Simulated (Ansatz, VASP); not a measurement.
La in VASP and in Ansatz

```xyz
4
Lattice="3.7604 0.0000 0.0000 -1.8802 3.2566 0.0000 0.0000 0.0000 12.0622" Properties=species:S:1:pos:R:3 pbc="T T T"
La    0.0000    0.0000   12.0622
La    3.7604    0.0000    6.0311
La    0.0000    2.1711    9.0466
La    1.8802    1.0855    3.0155
```

Alike in both runs: task single point; functional PBEsol; k mesh 13 × 13 × 4; occupations fermi-dirac, width 0.1 eV; no spin polarisation.

```csv
,VASP,Ansatz
version,VASP 6.6.1,Ansatz 0.2.0
potentials or method,"VASP PAW PBE potentials, release 64 (La), cutoff 520 eV","plane waves (420 eV) with PAW, scalar-relativistic"
valence electrons in the cell,44,44
```

```tsv
	VASP	Ansatz	Ansatz less VASP
pressure (GPa)	-1.9	-1.9	-0.04
traceless stress, the component that is largest in VASP (GPa)	0.07	0.07	+0.002
```

VASP's potentials were made for PBE, not for PBEsol, and Ansatz warns of the same on its side.

Neither program's run includes spin-orbit coupling.
